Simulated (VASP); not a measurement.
## Y: single point with HSE06

Crystal: Y.

```
Y
1.0
     0.00000    3.54541    3.54541
     3.54541    0.00000    3.54541
     3.54541    3.54541    0.00000
Y
2
Cartesian
  0.8864 0.8864 0.8864
  6.2045 6.2045 6.2045
```

This isn't the form of Y at room conditions, which is hcp.

```
Program                            : VASP 6.6.1
Task                               : single point
Functional                         : HSE06
Potentials or basis                : VASP PAW PBE potentials, release 64 (Y_sv)
Cutoff                             : 520 eV
k mesh                             : 4 × 4 × 4
Occupations                        : fermi-dirac, width 0.1 eV
Spin                               : no spin polarisation
Dipole correction                  : no
Grid for exact exchange (PRECFOCK) : Normal
Further INCAR settings             : ALGO = Normal; EDIFF = 1e-06; NBANDS = 18
Share of exact exchange            : 0.25
Screening parameter                : 0.2079 1/Å
```

```json
{
  "Pressure": "0.8 GPa",
  "Band gap on the k mesh": "zero (bands 11 and 12 overlap by 0.94 eV)"
}
```

Levels at points of the mesh, in eV from the Fermi level:
```tsv
k point	band 8	band 9	band 10	band 11	band 12	band 13	band 14	band 15
(0.00, 0.00, 0.00)	-25.09	-4.36	0.15	0.15	0.77	0.77	0.77	2.33
(0.50, 0.00, 0.00)	-25.02	-2.10	-0.86	0.07	0.07	0.82	0.87	0.87
(0.50, 0.50, 0.00)	-24.94	-1.12	-1.12	-0.22	-0.22	1.02	1.02	2.40
```

Run time: 48 min on 1 thread of Oxide Virtual Turin-like Processor (shared host), peak memory 0.33 GiB.

Caveat: the k points lie up to 0.38 Å⁻¹ apart, too coarse for converged energies and pressures of a metal; the PAW data sets were made with another functional, which shifts forces and pressure a little.
